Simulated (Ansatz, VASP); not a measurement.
# NaH: VASP beside Ansatz

```
Na H
1.0
     0.00000    2.43237    2.43237
     2.43237    0.00000    2.43237
     2.43237    2.43237    0.00000
Na H
1 1
Direct
  0.00000 0.00000 0.00000
  0.50000 0.50000 0.50000
```

Alike in both runs: task single point; functional PBE; k mesh 12 × 12 × 12; occupations gaussian, width 0.05 eV; no spin polarisation.

|  | VASP | Ansatz |
| --- | --- | --- |
| version | VASP 6.6.1 | Ansatz 0.2.0 |
| potentials or method | VASP PAW PBE potentials, release 64 (Na_pv, H), cutoff 520 eV | scalar-relativistic, plane waves, PAW |
| valence electrons in the cell | 8 | 10 |

VASP gave:

* gap on the k mesh at the Fermi level (eV): 3.73
* least direct gap on the mesh (eV): 4.57
* pressure (GPa): -0.5

**Question.** Which values does Ansatz return?

**Answer.** gap on the k mesh at the Fermi level (eV): 3.73; least direct gap on the mesh (eV): 4.58; pressure (GPa): -0.5.

The functional is the same, so the differences come from potentials, cutoffs and numerics. VASP's potentials hold 8 valence electrons a cell and Ansatz's 10, so a difference there can come from the potentials and not from the codes.
